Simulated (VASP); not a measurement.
# Cr in VASP: notebook

Cr is run at these levels: PBE; tasks: single point.

Program: VASP 6.6.1. These are calculated values, not measurements. Logs are shortened: lines on timing, memory, paths and dates and some standing lists are left out, and cuts for length are marked.

**1. The cell of the first run**

The cell holds a slab with vacuum, 3 atoms: a = 2.849 Å, b = 2.849 Å, c = 18.849 Å, α = 90.00°, β = 90.00°, γ = 90.00°.

**2. Single point, PBE, collinear spin, ferromagnetic start**

Input file INCAR:

```
ALGO     = Normal         # electronic algorithm
DIPOL    = 0.5 0.5 0.500
EDIFF    = 1E-7           # SCF threshold, eV
ENCUT    = 520            # plane-wave cutoff, eV
GGA      = PE             # functional
IDIPOL   = 3            
ISIF     = 2              # what is computed and relaxed
ISMEAR   = -1             # smearing method
ISPIN    = 2              # spin polarisation
LASPH    = T              # aspherical terms in the spheres
LCHARG   = T              # write CHGCAR
LDIPOL   = T            
LELF     = T              # ELF
LMAXMIX  = 4              # l up to which the mixer works
LORBIT   = 11             # projections on sites
LREAL    = F              # projectors in reciprocal space
LVACPOTAV= T            
LVHAR    = T            
LWAVE    = F              # write WAVECAR
MAGMOM   = 2 2 2          # initial moments
NBANDS   = 29             # bands
NELM     = 150            # most SCF steps
PREC     = Accurate       # precision mode
SIGMA    = 0.1            # smearing width, eV
```

Input file KPOINTS:

```
k-points
0
Gamma
  14 14 1
```

Input file POSCAR:

```
Cr
1.0
    2.8486260734      0.0000000000      0.0000000000
    0.0000000000      2.8486260734      0.0000000000
    0.0000000000      0.0000000000     18.8486000000
Cr
3
Direct
    0.0000000000      0.0000000000      0.4221600048
    0.5000000000      0.5000000000      0.4999999984
    0.0000000000      0.0000000000      0.5778399968
```

Potentials or basis: VASP PAW PBE potentials, release 64 (Cr_pv).

Command:

```console
cat potpaw_PBE.64/Cr_pv/POTCAR > POTCAR
mpirun -np 1 vasp_std > vasp.out
```

OUTCAR:

```text
EDIFF = 1E-7
   ENCUT = 520
   GGA = PE
   ISIF = 2
   ISMEAR = -1
   ISPIN = 2
   LASPH = T
   LORBIT = 11
   LREAL = F
   NELM = 150
   PREC = Accurate

 ion  position               nearest neighbor table
   1  0.000  0.000  0.422-   2 2.49   2 2.49   2 2.49   2 2.49   3 2.93
   2  0.500  0.500  0.500-   1 2.49   1 2.49   1 2.49   1 2.49   3 2.49   3 2.49   3 2.49   3 2.49

   3  0.000  0.000  0.578-   2 2.49   2 2.49   2 2.49   2 2.49   1 2.93

  LATTYP: Found a simple tetragonal cell.
 ALAT       =     2.8486260734
 C/A-ratio  =     6.6167336514

  Lattice vectors:

 A1 = (   2.8486260734,   0.0000000000,   0.0000000000)
 A2 = (   0.0000000000,   2.8486260734,   0.0000000000)
 A3 = (   0.0000000000,   0.0000000000,  18.8486000000)

Analysis of symmetry for initial positions (statically):
=====================================================================
 Subroutine PRICEL returns:
 Original cell was already a primitive cell.

 Routine SETGRP: Setting up the symmetry group for a
 simple tetragonal supercell.

 Subroutine GETGRP returns: Found 16 space group operations
 (whereof 16 operations were pure point group operations)
 out of a pool of 16 trial point group operations.

The static configuration has the point symmetry D_4h.

Analysis of symmetry for dynamics (positions and initial velocities):
=====================================================================
 Subroutine PRICEL returns:
 Original cell was already a primitive cell.

 Routine SETGRP: Setting up the symmetry group for a
 simple tetragonal supercell.

 Subroutine GETGRP returns: Found 16 space group operations
 (whereof 16 operations were pure point group operations)
 out of a pool of 16 trial point group operations.

The dynamic configuration has the point symmetry D_4h.

Analysis of structural, dynamic, and magnetic symmetry:
=====================================================================
 Subroutine PRICEL returns:
 Original cell was already a primitive cell.

 Routine SETGRP: Setting up the symmetry group for a
 simple tetragonal supercell.

 Subroutine GETGRP returns: Found 16 space group operations
 (whereof 16 operations were pure point group operations)
 out of a pool of 16 trial point group operations.

The overall configuration has the point symmetry D_4h.

 Subroutine INISYM returns: Found 16 space group operations
 (whereof 16 operations are pure point group operations),
 and found     1 'primitive' translations

----------------------------------------------------------------------------------------

                                     Primitive cell

  volume of cell :     152.9502

  direct lattice vectors                    reciprocal lattice vectors
     2.848626073  0.000000000  0.000000000     0.351046425  0.000000000  0.000000000
     0.000000000  2.848626073  0.000000000     0.000000000  0.351046425  0.000000000
     0.000000000  0.000000000 18.848600000     0.000000000  0.000000000  0.053054338

  length of vectors
     2.848626073  2.848626073 18.848600000     0.351046425  0.351046425  0.053054338

  position of ions in fractional coordinates (direct lattice)
     0.000000000  0.000000000  0.422160005
     0.500000000  0.500000000  0.499999998
     0.000000000  0.000000000  0.577839997

  ion indices of the primitive-cell ions
   primitive index   ion index
                 1           1
                 2           2
                 3           3

----------------------------------------------------------------------------------------

 KPOINTS: k-points

Automatic generation of k-mesh.
 Grid dimensions read from file:
 generate k-points for:   14   14    1

 Generating k-lattice:

  Cartesian coordinates                     Fractional coordinates (reciprocal lattice)
     0.025074745  0.000000000  0.000000000     0.071428571  0.000000000  0.000000000
     0.000000000  0.025074745  0.000000000     0.000000000  0.071428571  0.000000000
     0.000000000  0.000000000  0.053054338     0.000000000  0.000000000  1.000000000

  Length of vectors
     0.025074745  0.025074745  0.053054338

  Shift w.r.t. Gamma in fractional coordinates (k-lattice)
     0.000000000  0.000000000  0.000000000

 Subroutine IBZKPT returns following result:
 ===========================================

 Found     36 irreducible k-points:

 Following reciprocal coordinates:
            Coordinates               Weight
  0.000000  0.000000  0.000000      1.000000
  0.071429  0.000000  0.000000      4.000000
  0.142857  0.000000  0.000000      4.000000
  0.214286  0.000000  0.000000      4.000000
  0.285714  0.000000  0.000000      4.000000
  0.357143  0.000000  0.000000      4.000000
[... 16 lines left out ...]
  0.285714  0.214286  0.000000      8.000000
  0.357143  0.214286  0.000000      8.000000
 [... further k-points ...]
   k-points           NKPTS =     36   k-points in BZ     NKDIM =     36   number of bands    NBANDS=     29
   number of dos      NEDOS =    301   number of ions     NIONS =      3
   total plane-waves  NPLWV =  80640
   dimension x,y,z NGX =    24 NGY =   24 NGZ =  140
   dimension x,y,z NGXF=    48 NGYF=   48 NGZF=  280
   ions per type =               3
   NGX,Y,Z   is equivalent  to a cutoff of  14.01, 14.01, 12.35 a.u.
   NGXF,Y,Z  is equivalent  to a cutoff of  28.01, 28.01, 24.70 a.u.
 SYSTEM =  unknown system
   PREC   = accura    normal or accurate (medium, high low for compatibility)
   ISTART =      0    job   : 0-new  1-cont  2-samecut
   ICHARG =      2    charge: 1-file 2-atom 10-const
   ISPIN  =      2    spin polarized calculation?
   LNONCOLLINEAR =      F non collinear calculations
   LSORBIT =      F    spin-orbit coupling
   LASPH  =      T    aspherical Exc in radial PAW
   ENCUT  =  520.0 eV  38.22 Ry    6.18 a.u.   5.30  5.30 35.05*2*pi/ulx,y,z
   NELM   =    150;   NELMIN=  2; NELMDL= -5     # of ELM steps
   EDIFF  = 0.1E-06   stopping-criterion for ELM
   LREAL  =      F    real-space projection
   EDIFFG = 0.1E-05   stopping-criterion for IOM
   NSW    =      0    number of steps for IOM
   IBRION =     -1    ionic relax: 0-MD 1-quasi-New 2-CG
   NFREE  =      0    steps in history (QN), initial steepest desc. (CG)
   ISIF   =      2    stress and relaxation
   ISYM   =      2    0-nonsym 1-usesym 2-fastsym
   POTIM  = 0.5000    time-step for ionic-motion
   TEBEG  =    0.0;   TEEND  =   0.0 temperature during run
   PSTRESS=    0.0 pullay stress
   NELECT =      36.0000    total number of electrons
   NUPDOWN=      -1.0000    fix difference up-down
   EMIN   =  10.00;   EMAX   =-10.00  energy-range for DOS
   EFERMI =   0.00;   METHOD = LEGACY
   ISMEAR =    -1;   SIGMA  =   0.10  broadening in eV -4-tet -1-fermi 0-gaus
   EFERMI_NEDOS =   21; number of points for ismear=-14 and -15
   IALGO  =     38    algorithm
   IMIX   =      4    mixing-type and parameters
     AMIX     =   0.40;   BMIX     =  1.00
     AMIX_MAG =   1.60;   BMIX_MAG =  1.00
  volume/ion in A,a.u.               =      50.98       344.05
  Fermi-wavevector in a.u.,A,eV,Ry     =   1.010785  1.910108 13.900900  1.021687
  Thomas-Fermi vector in A             =   2.143796
   LORBIT       =     11    0 simple, 1 ext, 2 COOP (PROOUT), +10 PAW based schemes
   GGA     = PE    functional components
   LHFCALC =     F    Hartree Fock is set to
   AEXX    =    0.0000 exact exchange contribution
   IVDW    =     0    specifies the selected vdW correction
   LEPSILON=     F    determine dielectric tensor
   LRPA    =     F    only Hartree local field effects (RPA)
 spin polarized calculation
  energy-cutoff  :      520.00
  volume of cell :      152.95
 maximum number of plane-waves:      4168
 NGX is ok and might be reduce to    24
   NGX = 11   NGY = 11   NGZ = 71

 dipolmoment           0.000000      0.000000     -0.000000 electrons x Angstroem

 number of electron      35.9999980 magnetization       4.4765765

 dipolmoment           0.000000      0.000000      0.000000 electrons x Angstroem

 Free energy of the ion-electron system (eV)
  ---------------------------------------------------
  ext. energy  EPLUGINS =         0.00000000
  ---------------------------------------------------
  free energy    TOTEN  =       -25.43959909 eV

  energy without entropy =      -25.33692768  energy(sigma->0) =      -25.38826339

 E-fermi :  -0.2902     XC(G=0):  -4.3276

 val. band max:       -0.2907645776   @ k =   0.5000   0.5000   0.0000
 cond. band min:      -0.2883457896   @ k =   0.0000   0.0000   0.0000
 fundamental gap:      0.0024187880
 Fermi energy:        -0.2901601478

 spin component 1

 k-point     1 :       0.0000    0.0000    0.0000
  band No.  band energies     occupation
      1     -44.2512      1.00000
      2     -44.2099      1.00000
      3     -44.0251      1.00000
      4     -44.0251      1.00000
      5     -44.0026      1.00000
      6     -44.0026      1.00000
[... 757 lines left out ...]
     28       5.1841      0.00000
     29       5.6717      0.00000

 [... further k-points ...]

 spin component 2

 k-point     1 :       0.0000    0.0000    0.0000
  band No.  band energies     occupation
      1     -43.9281      1.00000
      2     -43.9069      1.00000
      3     -43.9069      1.00000
      4     -41.2176      1.00000
      5     -41.1512      1.00000
      6     -41.1512      1.00000
[... 757 lines left out ...]
     28       6.0427      0.00000
     29       6.1747      0.00000

 [... further k-points ...]

------------------------ aborting loop because EDIFF is reached ----------------------------------------

  FORCE on cell =-STRESS in cart. coord.  units (eV):
  Direction    XX          YY          ZZ          XY          YZ          ZX
  --------------------------------------------------------------------------------------
  -------------------------------------------------------------------------------------
  Total        0.3427026      0.3427026      0.0592667      0.0000000      0.0000000      0.0000000
  in kB        3.5898635      3.5898635      0.6208277      0.0000000      0.0000000      0.0000000
  external PRESSURE =       2.6001849 kB  Pullay stress =       0.0000000 kB

 VOLUME and BASIS-vectors are now :
 -----------------------------------------------------------------------------
  energy-cutoff  :      520.00
  volume of cell :      152.95
      direct lattice vectors                 reciprocal lattice vectors
     2.848626073  0.000000000  0.000000000     0.351046425  0.000000000  0.000000000
     0.000000000  2.848626073  0.000000000     0.000000000  0.351046425  0.000000000
     0.000000000  0.000000000 18.848600000     0.000000000  0.000000000  0.053054338

 POSITION                                       TOTAL-FORCE (eV/Angst)
 -----------------------------------------------------------------------------------
      0.00000      0.00000      7.95713         0.000000     -0.000000     -0.026796
      1.42431      1.42431      9.42430         0.000000     -0.000000      0.000000
      0.00000      0.00000     10.89147         0.000000      0.000000      0.026796
 -----------------------------------------------------------------------------------
    total drift:                                0.000000      0.000000      0.000005

  FREE ENERGIE OF THE ION-ELECTRON SYSTEM (eV)
  ---------------------------------------------------
  free  energy   TOTEN  =       -25.4395990928 eV

  energy  without entropy=      -25.3369276790  energy(sigma->0) =      -25.38826339

 vacuum level on the upper side and lower side of the slab         3.548         3.548

 total charge

# of ion       s       p       d       tot
------------------------------------------
    1        0.385   6.204   4.151  10.740
    2        0.429   6.361   4.216  11.006
    3        0.385   6.204   4.151  10.740
--------------------------------------------------
tot          1.199  18.769  12.518  32.486

 magnetization (x)

# of ion       s       p       d       tot
------------------------------------------
    1        0.043   0.026   2.858   2.927
    2       -0.030  -0.034  -1.911  -1.975
    3        0.043   0.026   2.858   2.927
--------------------------------------------------
tot          0.056   0.017   3.805   3.878
```

Wall time 7.2 min (1 thread of Intel Xeon Platinum 8488C (Sapphire Rapids), shared host); peak memory 0.45 GiB.

Results:

```yaml
Free_energy: -25.4396 eV
Largest_force: 0.027 eV/Å
Net_moment: 4.48 μB per cell
Site_moments: Cr +2.93, -1.98 (each value once) μB
Valence_electrons_inside_the_program's_atomic_spheres: Cr 10.74, 11.01 (each value once)
```

Forces in eV/Å, atoms in the order of the input:
```
Cr   0.000  0.000 -0.027
Cr   0.000  0.000  0.000
Cr   0.000  0.000  0.027
```

**3. Single point, PBE, collinear spin, ferromagnetic start**

This run uses another cell than the first one.

Input file INCAR:

```
PREC = Accurate
ENCUT = 520
EDIFF = 1E-6
ISMEAR = -1
SIGMA = 0.005
LREAL = F
LASPH = T
NELM = 150
ALGO = Normal
ISIF = 2
LWAVE = F
LCHARG = T
ISPIN = 2
MAGMOM = 2 2 2
LORBIT = 11
LMAXMIX = 4
LDIPOL = T
IDIPOL = 3
DIPOL = 0.5 0.5 0.500
GGA = PE
LELF = T
LVHAR = T
LVACPOTAV = T
NBANDS = 29
```

Input file KPOINTS:

```
Automatic mesh
0
Gamma
  14 14 1
```

Input file POSCAR:

```
Cr
1.0
    2.8486260734      0.0000000000      0.0000000000
    0.0000000000      2.8486260734      0.0000000000
    0.0000000000      0.0000000000     13.9344000000
Cr
3
Direct
    0.0000000000      0.0000000000      0.3947084100
    0.5000000000      0.5000000000      0.4999999979
    0.0000000000      0.0000000000      0.6052915900
```

Potentials or basis: VASP PAW PBE potentials, release 64 (Cr_pv).

Command:

```console
cat potpaw_PBE.64/Cr_pv/POTCAR > POTCAR
mpirun -np 1 vasp_std > vasp.out
```

OUTCAR:

```text
PREC = Accurate
   ENCUT = 520
   EDIFF = 1E-6
   ISMEAR = -1
   LREAL = F
   LASPH = T
   NELM = 150
   ISIF = 2
   ISPIN = 2
   LORBIT = 11
   GGA = PE

 ion  position               nearest neighbor table
   1  0.000  0.000  0.395-   2 2.49   2 2.49   2 2.49   2 2.49   3 2.93
   2  0.500  0.500  0.500-   1 2.49   1 2.49   1 2.49   1 2.49   3 2.49   3 2.49   3 2.49   3 2.49

   3  0.000  0.000  0.605-   2 2.49   2 2.49   2 2.49   2 2.49   1 2.93

  LATTYP: Found a simple tetragonal cell.
 ALAT       =     2.8486260734
 C/A-ratio  =     4.8916213083

  Lattice vectors:

 A1 = (   2.8486260734,   0.0000000000,   0.0000000000)
[... 1761 lines left out ...]
     2.848626073  0.000000000  0.000000000     0.351046425  0.000000000  0.000000000
     0.000000000  2.848626073  0.000000000     0.000000000  0.351046425  0.000000000
     0.000000000  0.000000000 13.934400000     0.000000000  0.000000000  0.071764841

 POSITION                                       TOTAL-FORCE (eV/Angst)
 -----------------------------------------------------------------------------------
      0.00000      0.00000      5.50002        -0.000000     -0.000000     -0.077572
      1.42431      1.42431      6.96720         0.000000     -0.000000     -0.000000
      0.00000      0.00000      8.43438         0.000000      0.000000      0.077572
 -----------------------------------------------------------------------------------
    total drift:                                0.000000     -0.000000      0.000050

  FREE ENERGIE OF THE ION-ELECTRON SYSTEM (eV)
  ---------------------------------------------------
  free  energy   TOTEN  =       -25.3868860701 eV

  energy  without entropy=      -25.3866390956  energy(sigma->0) =      -25.38676258

 vacuum level on the upper side and lower side of the slab         4.785         4.785

 total charge

# of ion       s       p       d       tot
------------------------------------------
    1        0.384   6.200   4.160  10.745
    2        0.429   6.358   4.220  11.007
    3        0.384   6.200   4.160  10.745
--------------------------------------------------
tot          1.197  18.759  12.541  32.497

 magnetization (x)

# of ion       s       p       d       tot
------------------------------------------
    1        0.044   0.025   2.901   2.970
    2       -0.031  -0.033  -1.935  -2.000
    3        0.044   0.025   2.901   2.970
--------------------------------------------------
tot          0.057   0.017   3.866   3.940
```

OSZICAR:

```text
N       E                     dE             d eps       ncg     rms          rms(c)
DAV:   1     0.366902657902E+03    0.36690E+03   -0.21989E+04  4912   0.121E+03
DAV:   2    -0.175771928769E+02   -0.38448E+03   -0.37123E+03  4336   0.377E+02
DAV:   3    -0.290546857591E+02   -0.11477E+02   -0.11228E+02  4706   0.861E+01
[... 22 lines left out ...]
DAV:  26    -0.253868728207E+02   -0.14925E-04   -0.20471E-06  3701   0.675E-03    0.215E-03
DAV:  27    -0.253868762186E+02   -0.33979E-05   -0.15718E-07  3435   0.261E-03    0.162E-03
DAV:  28    -0.253868817178E+02   -0.54992E-05   -0.11917E-07  3087   0.181E-03    0.931E-04
DAV:  29    -0.253868855100E+02   -0.37922E-05   -0.13645E-07  3045   0.190E-03    0.626E-04
DAV:  30    -0.253868860701E+02   -0.56003E-06   -0.16645E-08  2792   0.711E-04
   1 F= -.25386886E+02 E0= -.25386763E+02  d E =-.246974E-03  mag=     4.5500
```

It took 2.8 min on 1 thread of Intel Xeon 6975P-C (Granite Rapids), shared host; peak memory 0.37 GiB.

Results:

```
Free energy                                           : -25.3869 eV
Largest force                                         : 0.078 eV/Å
Net moment                                            : 4.55 μB per cell
Site moments                                          : Cr +2.97, -2.00 (each value once) μB
Valence electrons inside the program's atomic spheres : Cr 10.74, 11.01 (each value once)
```

Forces on the atoms (eV/Å):
```
Cr   0.000  0.000 -0.078
Cr   0.000  0.000  0.000
Cr   0.000  0.000  0.078
```

(Part 1 of 2 ends here.)
